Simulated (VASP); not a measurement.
A run of VASP 6.6.1 is set up as follows.

File INCAR:

```
SYSTEM = ReSb
PREC     = Accurate       ! precision mode
ENCUT    = 520            ! plane-wave cutoff, eV
EDIFF    = 1E-7           ! SCF threshold, eV
ISMEAR   = 0              ! smearing method
SIGMA    = 0.05           ! smearing width, eV
LREAL    = .FALSE.        ! projectors in reciprocal space
LASPH    = .TRUE.         ! aspherical terms in the spheres
NELM     = 100            ! most SCF steps
ALGO     = Normal         ! electronic algorithm
ISIF     = 2              ! what is computed and relaxed
LWAVE    = .FALSE.        ! write WAVECAR
LCHARG   = .TRUE.         ! write CHGCAR
GGA      = PS             ! functional
LELF     = .TRUE.         ! ELF
LVHAR    = .TRUE.       
NBANDS   = 13             ! bands
```

KPOINTS

```
Automatic mesh
0
G
  10 10 10
  0 0 0
```

File POSCAR:

```
ReSb
1.0
    0.0000000000      2.8162389712      2.8162389712
    2.8162389712      0.0000000000      2.8162389712
    2.8162389712      2.8162389712      0.0000000000
Re Sb
1 1
Direct
    0.0000000000      0.0000000000      0.0000000000
    0.2500000000      0.2500000000      0.2500000000
```

Potentials or basis: VASP PAW PBE potentials, release 64 (Re, Sb).

Run with:

```console
$ cat potpaw_PBE.64/Re/POTCAR potpaw_PBE.64/Sb/POTCAR > POTCAR
$ mpirun -np 1 vasp_std > vasp.out
```

**Question.** Predict the pressure.

**Answer.** 25.9 GPa.

**Question.** Estimate the band gap on the k mesh.

**Answer.** Zero (band 6 reaches 6.47 eV, above the bottom of band 7 at 6.45 eV).

Caveat: the PAW data sets were made with another functional, which shifts forces and pressure a little; spin-orbit coupling is left out, which moves the levels of the heavy elements.
